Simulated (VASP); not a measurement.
# CO2 (Cmce) in VASP: a series of runs

Runs on CO2. Level: PBEsol. Tasks: single point, relaxation of cell and atoms.

All numbers are computed with VASP 6.6.1; they aren't measurements. Logs are shortened: lines on timing, memory, paths and dates and some standing lists are left out, and cuts for length are marked.

## Step 1: The cell of the first run

The structure is orthorhombic, space group Cmce (No. 64). Conventional cell: a = 5.776 Å, b = 5.189 Å, c = 6.786 Å, α = 90.00°, β = 90.00°, γ = 90.00°. C (site symmetry 2/m) has 2 O at 1.17 Å within 1.6 Å. Within 1.6 Å of O (site symmetry m) lie 1 C at 1.17 Å.

## Step 2: Single point, PBEsol

File INCAR:

```
  ALGO = Normal
  EDIFF = 1E-7
  ENCUT = 520
  GGA = PS
  ISIF = 2
  ISMEAR = 0
  LASPH = True
  LCHARG = False
  LREAL = False
  LWAVE = False
  NBANDS = 25
  NELM = 80
  PREC = Accurate
  SIGMA = 0.02
```

File KPOINTS:

```
k-points
0
Gamma
  6 6 4
```

File POSCAR:

```
CO2
1.0
    2.8881900899     -2.5943359494      0.0000000000
    2.8881900899      2.5943359494      0.0000000000
    0.0000000000      0.0000000000      6.7862606240
C O
2 4
Direct
    0.0000000000      0.0000000000      0.0000000000
    0.5000000000      0.5000000000      0.5000000000
    0.8176173775      0.1823826225      0.8993510770
    0.1823826225      0.8176173775      0.1006489230
    0.6823826225      0.3176173775      0.3993510770
    0.3176173775      0.6823826225      0.6006489230
```

Potentials or basis: VASP PAW PBE potentials, release 64 (C, O).

Command:

```
$ cat potpaw_PBE.64/C/POTCAR potpaw_PBE.64/O/POTCAR > POTCAR
$ mpirun -np 1 vasp_std > vasp.out
```

OUTCAR:

```text
EDIFF = 1E-7
   ENCUT = 520
   GGA = PS
   ISIF = 2
   ISMEAR = 0
   LASPH = True
   LREAL = False
   NELM = 80
   PREC = Accurate

 ion  position               nearest neighbor table
   1  0.000  0.000  0.000-   3 1.17   4 1.17
   2  0.500  0.500  0.500-   5 1.17   6 1.17
   3  0.818  0.182  0.899-   1 1.17
   4  0.182  0.818  0.101-   1 1.17
   5  0.682  0.318  0.399-   2 1.17
   6  0.318  0.682  0.601-   2 1.17

  LATTYP: Found a base centered orthorhombic cell.
 ALAT       =     5.1886718988
 B/A-ratio  =     1.1132675745
 C/A-ratio  =     1.3078993539

  Lattice vectors:

 A1 = (  -2.8881900899,  -2.5943359494,   0.0000000000)
 A2 = (   2.8881900899,  -2.5943359494,   0.0000000000)
 A3 = (   0.0000000000,   0.0000000000,   6.7862606240)

Analysis of symmetry for initial positions (statically):
=====================================================================
 Subroutine PRICEL returns:
 Original cell was already a primitive cell.

 Routine SETGRP: Setting up the symmetry group for a
 base centered orthorhombic supercell.

 Subroutine GETGRP returns: Found  8 space group operations
 (whereof  4 operations were pure point group operations)
 out of a pool of  8 trial point group operations.

The static configuration has the point symmetry C_2h.
 The point group associated with its full space group is D_2h.

Analysis of symmetry for dynamics (positions and initial velocities):
=====================================================================
 Subroutine PRICEL returns:
 Original cell was already a primitive cell.

 Routine SETGRP: Setting up the symmetry group for a
 base centered orthorhombic supercell.

 Subroutine GETGRP returns: Found  8 space group operations
 (whereof  4 operations were pure point group operations)
 out of a pool of  8 trial point group operations.

The dynamic configuration has the point symmetry C_2h.
 The point group associated with its full space group is D_2h.

 Subroutine INISYM returns: Found  8 space group operations
 (whereof  4 operations are pure point group operations),
 and found     1 'primitive' translations

----------------------------------------------------------------------------------------

                                     Primitive cell

  volume of cell :     101.6980

  direct lattice vectors                    reciprocal lattice vectors
     2.888190090 -2.594335949  0.000000000     0.173118799 -0.192727546  0.000000000
     2.888190090  2.594335949  0.000000000     0.173118799  0.192727546  0.000000000
     0.000000000  0.000000000  6.786260624     0.000000000  0.000000000  0.147356557

  length of vectors
     3.882295843  3.882295843  6.786260624     0.259063748  0.259063748  0.147356557

  position of ions in fractional coordinates (direct lattice)
     0.000000000  0.000000000  0.000000000
     0.500000000  0.500000000  0.500000000
     0.817617377  0.182382623  0.899351077
     0.182382623  0.817617377  0.100648923
     0.682382623  0.317617377  0.399351077
     0.317617377  0.682382623  0.600648923

  ion indices of the primitive-cell ions
   primitive index   ion index
                 1           1
                 2           2
                 3           3
                 4           4
                 5           5
                 6           6

----------------------------------------------------------------------------------------

 KPOINTS: k-points

Automatic generation of k-mesh.
 Grid dimensions read from file:
 generate k-points for:    6    6    4

 Generating k-lattice:

  Cartesian coordinates                     Fractional coordinates (reciprocal lattice)
     0.028853133 -0.032121258  0.000000000     0.166666667  0.000000000  0.000000000
     0.028853133  0.032121258  0.000000000     0.000000000  0.166666667  0.000000000
     0.000000000  0.000000000  0.036839139     0.000000000  0.000000000  0.250000000

  Length of vectors
     0.043177291  0.043177291  0.036839139

  Shift w.r.t. Gamma in fractional coordinates (k-lattice)
     0.000000000  0.000000000  0.000000000

 Subroutine IBZKPT returns following result:
 ===========================================

 Found     39 irreducible k-points:

 Following reciprocal coordinates:
            Coordinates               Weight
  0.000000  0.000000  0.000000      1.000000
  0.166667 -0.000000  0.000000      4.000000
  0.333333 -0.000000  0.000000      4.000000
  0.500000  0.000000  0.000000      2.000000
  0.166667  0.166667  0.000000      2.000000
  0.333333  0.166667  0.000000      4.000000
[... 16 lines left out ...]
  0.333333  0.333333  0.250000      4.000000
  0.500000  0.333333  0.250000      8.000000
 [... further k-points ...]
   k-points           NKPTS =     39   k-points in BZ     NKDIM =     39   number of bands    NBANDS=     25
   number of dos      NEDOS =    301   number of ions     NIONS =      6
   total plane-waves  NPLWV =  45000
   dimension x,y,z NGX =    30 NGY =   30 NGZ =   50
   dimension x,y,z NGXF=    60 NGYF=   60 NGZF=  100
   ions per type =               2   4
   NGX,Y,Z   is equivalent  to a cutoff of  12.85, 12.85, 12.25 a.u.
   NGXF,Y,Z  is equivalent  to a cutoff of  25.69, 25.69, 24.50 a.u.
 SYSTEM =  unknown system
   PREC   = accura    normal or accurate (medium, high low for compatibility)
   ISTART =      0    job   : 0-new  1-cont  2-samecut
   ICHARG =      2    charge: 1-file 2-atom 10-const
   ISPIN  =      1    spin polarized calculation?
   LNONCOLLINEAR =      F non collinear calculations
   LSORBIT =      F    spin-orbit coupling
   LASPH  =      T    aspherical Exc in radial PAW
   ENCUT  =  520.0 eV  38.22 Ry    6.18 a.u.   7.22  7.22 12.62*2*pi/ulx,y,z
   NELM   =     80;   NELMIN=  2; NELMDL= -5     # of ELM steps
   EDIFF  = 0.1E-06   stopping-criterion for ELM
   LREAL  =      F    real-space projection
   EDIFFG = 0.1E-05   stopping-criterion for IOM
   NSW    =      0    number of steps for IOM
   IBRION =     -1    ionic relax: 0-MD 1-quasi-New 2-CG
   NFREE  =      0    steps in history (QN), initial steepest desc. (CG)
   ISIF   =      2    stress and relaxation
   ISYM   =      2    0-nonsym 1-usesym 2-fastsym
   POTIM  = 0.5000    time-step for ionic-motion
   TEBEG  =    0.0;   TEEND  =   0.0 temperature during run
   PSTRESS=    0.0 pullay stress
   NELECT =      32.0000    total number of electrons
   NUPDOWN=      -1.0000    fix difference up-down
   EMIN   =  10.00;   EMAX   =-10.00  energy-range for DOS
   EFERMI =   0.00;   METHOD = LEGACY
   ISMEAR =     0;   SIGMA  =   0.02  broadening in eV -4-tet -1-fermi 0-gaus
   EFERMI_NEDOS =   21; number of points for ismear=-14 and -15
   IALGO  =     38    algorithm
   IMIX   =      4    mixing-type and parameters
     AMIX     =   0.40;   BMIX     =  1.00
     AMIX_MAG =   1.60;   BMIX_MAG =  1.00
  volume/ion in A,a.u.               =      16.95       114.38
  Fermi-wavevector in a.u.,A,eV,Ry     =   1.113493  2.104196 16.869397  1.239866
  Thomas-Fermi vector in A             =   2.250078
   LORBIT       =      0    0 simple, 1 ext, 2 COOP (PROOUT), +10 PAW based schemes
   GGA     = PS    functional components
   LHFCALC =     F    Hartree Fock is set to
   AEXX    =    0.0000 exact exchange contribution
   IVDW    =     0    specifies the selected vdW correction
   LEPSILON=     F    determine dielectric tensor
   LRPA    =     F    only Hartree local field effects (RPA)
 non-spin polarized calculation
 Gauss-broadening in eV      SIGMA  =   0.02
  energy-cutoff  :      520.00
  volume of cell :      101.70
 maximum number of plane-waves:      2754
 NGX is ok and might be reduce to    30
   NGX = 15   NGY = 15   NGZ = 25

 number of electron      32.0000013 magnetization

 Free energy of the ion-electron system (eV)
  ---------------------------------------------------
  ext. energy  EPLUGINS =         0.00000000
  ---------------------------------------------------
  free energy    TOTEN  =       -47.63152767 eV

  energy without entropy =      -47.63152767  energy(sigma->0) =      -47.63152767

 E-fermi :  -4.0923     XC(G=0):  -7.2870

 val. band max:       -4.2837725382   @ k =   0.5000   0.5000   0.0000
 cond. band min:       2.2171174471   @ k =   0.0000   0.0000   0.0000
 fundamental gap:      6.5008899853
 Fermi energy:        -4.0922954943

 k-point     1 :       0.0000    0.0000    0.0000
  band No.  band energies     occupation
      1     -24.8185      2.00000
      2     -24.7302      2.00000
      3     -23.7241      2.00000
      4     -23.6958      2.00000
      5      -9.2944      2.00000
      6      -9.2874      2.00000
[... 17 lines left out ...]
     24      10.7147      0.00000
     25      11.0980      0.00000

 k-point     2 :       0.1667   -0.0000    0.0000
  band No.  band energies     occupation
      1     -24.8005      2.00000
      2     -24.7232      2.00000
      3     -23.7288      2.00000
      4     -23.7049      2.00000
      5      -9.3542      2.00000
      6      -9.2943      2.00000
[... 17 lines left out ...]
     24       9.7782      0.00000
     25      10.7928      0.00000

 k-point     3 :       0.3333   -0.0000    0.0000
  band No.  band energies     occupation
      1     -24.7589      2.00000
      2     -24.7135      2.00000
      3     -23.7374      2.00000
      4     -23.7245      2.00000
      5      -9.4114      2.00000
      6      -9.3215      2.00000
[... 552 lines left out ...]
 k-point    23 :       0.3333    0.3333    0.2500
  band No.  band energies     occupation
      1     -24.7263      2.00000
      2     -24.6846      2.00000
      3     -23.7433      2.00000
      4     -23.7427      2.00000
      5      -9.4828      2.00000
      6      -9.3901      2.00000
[... 17 lines left out ...]
     24       9.2090      0.00000
     25       9.4349      0.00000

 k-point    24 :       0.5000    0.3333    0.2500
  band No.  band energies     occupation
      1     -24.7073      2.00000
      2     -24.6777      2.00000
      3     -23.7525      2.00000
      4     -23.7477      2.00000
      5      -9.4931      2.00000
      6      -9.3611      2.00000
[... 17 lines left out ...]
     24       8.3741      0.00000
     25       8.7841      0.00000

 [... further k-points ...]

------------------------ aborting loop because EDIFF is reached ----------------------------------------

  FORCE on cell =-STRESS in cart. coord.  units (eV):
  Direction    XX          YY          ZZ          XY          YZ          ZX
  --------------------------------------------------------------------------------------
  -------------------------------------------------------------------------------------
  Total       -0.1315429      1.9984144      0.9426352      0.0000000      0.0000000      0.0000000
  in kB       -2.0723612     31.4835434     14.8505226      0.0000000      0.0000000      0.0000000
  external PRESSURE =      14.7539016 kB  Pullay stress =       0.0000000 kB

 VOLUME and BASIS-vectors are now :
 -----------------------------------------------------------------------------
  energy-cutoff  :      520.00
  volume of cell :      101.70
      direct lattice vectors                 reciprocal lattice vectors
     2.888190090 -2.594335949  0.000000000     0.173118799 -0.192727546  0.000000000
     2.888190090  2.594335949  0.000000000     0.173118799  0.192727546  0.000000000
     0.000000000  0.000000000  6.786260624     0.000000000  0.000000000  0.147356557

 POSITION                                       TOTAL-FORCE (eV/Angst)
 -----------------------------------------------------------------------------------
      0.00000      0.00000      0.00000         0.000000      0.000000      0.000000
      2.88819      0.00000      3.39313         0.000000      0.000000      0.000000
      2.88819     -1.64801      6.10323         0.000000      0.572984     -0.413616
      2.88819      1.64801      0.68303         0.000000     -0.572984      0.413616
      2.88819     -0.94632      2.71010         0.000000     -0.572984     -0.413616
      2.88819      0.94632      4.07616         0.000000      0.572984      0.413616
 -----------------------------------------------------------------------------------
    total drift:                               -0.000000     -0.000000      0.000000

  FREE ENERGIE OF THE ION-ELECTRON SYSTEM (eV)
  ---------------------------------------------------
  free  energy   TOTEN  =       -47.6315276711 eV

  energy  without entropy=      -47.6315276711  energy(sigma->0) =      -47.63152767
```

Run time: 51 s. Hardware: 1 thread of Intel Xeon Platinum 8488C (Sapphire Rapids), shared host; peak memory 0.23 GiB.

Results:

```
Free energy            : -47.6315 eV
Pressure               : 1.5 GPa
Largest force          : 0.707 eV/Å
Band gap on the k mesh : 6.50 eV (least direct gap 6.81 eV)
```

Forces on the atoms (eV/Å):
```
C    0.000  0.000  0.000
C    0.000  0.000  0.000
O    0.000  0.573 -0.414
O    0.000 -0.573  0.414
O    0.000 -0.573 -0.414
O    0.000  0.573  0.414
```

Stress tensor (GPa, compression positive):
```
-0.21  0.00  0.00
 0.00  3.15  0.00
 0.00  0.00  1.49
```

Caveat: this functional lacks dispersion, which holds the molecules together, so the pressure and a relaxed volume are unreliable; the PAW data sets were made with another functional, which shifts forces and pressure a little. A k mesh can miss the band edges.

## Step 3: Relaxation of cell and atoms, PBEsol

This run uses another cell than the first one, of 15.79 Å³/atom.

File INCAR:

```
PREC = Accurate ; ENCUT = 600
EDIFF = 1E-6 ; ISMEAR = 0
SIGMA = 0.02 ; LREAL = False
LASPH = True ; NELM = 80
ALGO = Normal ; ISIF = 3
LWAVE = False ; LCHARG = False
GGA = PS ; IBRION = 2
NSW = 70 ; EDIFFG = -0.005
```

File KPOINTS:

```
regular mesh
0
Gamma
  6 6 4
```

File POSCAR:

```
CO2
1.0
    2.7955696563     -2.5133410556      0.0000000000
    2.7955696563      2.5133410556      0.0000000000
    0.0000000000      0.0000000000      6.7430438916
C O
2 4
Direct
    0.0000000000      0.0000000000      0.0000000000
    0.5000000000      0.5000000000      0.5000000000
    0.8132776264      0.1867223736      0.8966186728
    0.1867223736      0.8132776264      0.1033813272
    0.6867223736      0.3132776264      0.3966186728
    0.3132776264      0.6867223736      0.6033813272
```

Potentials or basis: VASP PAW PBE potentials, release 64 (C, O).

Command:

```
$ cat potpaw_PBE.64/C/POTCAR potpaw_PBE.64/O/POTCAR > POTCAR
$ mpirun -np 1 vasp_std > vasp.out
```

It took 4.7 min on 1 thread of Intel Xeon Platinum 8488C (Sapphire Rapids), shared host; peak memory 0.25 GiB.

Results (log left out):

* Free energy: -47.6561 eV
* Relaxed volume: 15.14 Å³/atom
* Relaxed cell: a = 3.724 Å, b = 3.724 Å, c = 6.588 Å, α = 90.00°, β = 90.00°, γ = 84.05°
* Space group after relaxing (to 0.1 Å): Cmce (No. 64)
* Energy gained by relaxing: 1.0 meV/atom
* Ionic steps: 13
* Pressure after relaxing: 0.0 GPa
* Band gap on the k mesh: 6.44 eV (least direct gap 6.86 eV)

Step by step:
```csv
step,energy change (eV),largest force (eV/Å),pressure (GPa),volume (Å³)
1,0.0000,0.4346,0.97,94.76
2,0.1336,2.5012,-6.81,96.07
3,-0.0034,0.0042,-0.15,94.93
4,-0.0034,0.0111,-0.13,94.92
5,-0.0034,0.0188,-0.11,94.92
6,-0.0035,0.0184,-0.11,94.79
7,-0.0040,0.0184,-0.09,94.38
8,-0.0047,0.0177,-0.07,93.58
9,-0.0057,0.0180,0.00,91.98
10,-0.0052,0.0228,0.19,88.83
11,-0.0060,0.0256,0.09,90.85
12,0.0010,0.5973,-1.62,90.77
13,-0.0060,0.0015,0.00,90.85
```

Final structure:
```
C O
1.0
     2.76612   -2.49277    0.00000
     2.76612    2.49277    0.00000
     0.00000    0.00000    6.58780
C O
2 4
Direct
  0.00000 0.00000 0.00000
  0.50000 0.50000 0.50000
  0.80961 0.19039 0.89539
  0.19039 0.80961 0.10461
  0.69039 0.30961 0.39539
  0.30961 0.69039 0.60461
```

Levels at points of the mesh, in eV from the valence-band top:
```
           k point  band 14  band 15  band 16  band 17  band 18  band 19
(0.00, 0.00, 0.00)    -0.81    -0.54    -0.42     6.44     7.20     7.74
(0.50, 0.00, 0.00)    -0.60    -0.25    -0.25     7.61     7.61     8.40
(0.50, 0.50, 0.00)    -0.49    -0.24     0.00     7.78     8.68     8.71
(0.00, 0.00, 0.50)    -0.70    -0.60    -0.60     7.50     7.50     7.54
(0.50, 0.00, 0.50)    -0.66    -0.22    -0.22     7.68     7.68     8.46
(0.50, 0.50, 0.50)    -0.56    -0.23    -0.23     8.27     8.27     8.69
```

Caveat: this functional lacks dispersion, which holds the molecules together, so the pressure and a relaxed volume are unreliable; the PAW data sets were made with another functional, which shifts forces and pressure a little.
